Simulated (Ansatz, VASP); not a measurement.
# MgC2 in VASP and in Ansatz

```xyz
6
Lattice="3.9508 0.0000 0.0000 0.0000 3.9508 0.0000 0.0000 0.0000 4.9871" Properties=species:S:1:pos:R:3 pbc="T T T"
Mg    1.9754    1.9754    0.0000
Mg    0.0000    0.0000    2.4935
C     3.5069    3.5069    0.0000
C     2.4192    1.5315    2.4935
C     0.4439    0.4439    0.0000
C     1.5315    2.4192    2.4935
```

Alike in both runs: task single point; functional PBE; k mesh 4 × 4 × 4; no spin polarisation.

```csv
,VASP,Ansatz
version,VASP 6.6.1,Ansatz 0.2.0
potentials or method,"VASP PAW PBE potentials, release 64 (Mg_sv, C), cutoff 750 eV","plane waves, PAW"
occupations,"gaussian, width 0.01 eV",fixed
valence electrons in the cell,36,36
```

```tsv
	VASP	Ansatz	Ansatz less VASP
pressure (GPa)	-0.6	-0.3	+0.24
traceless stress, the component that is largest in VASP (GPa)	0.15	0.31	+0.161
```
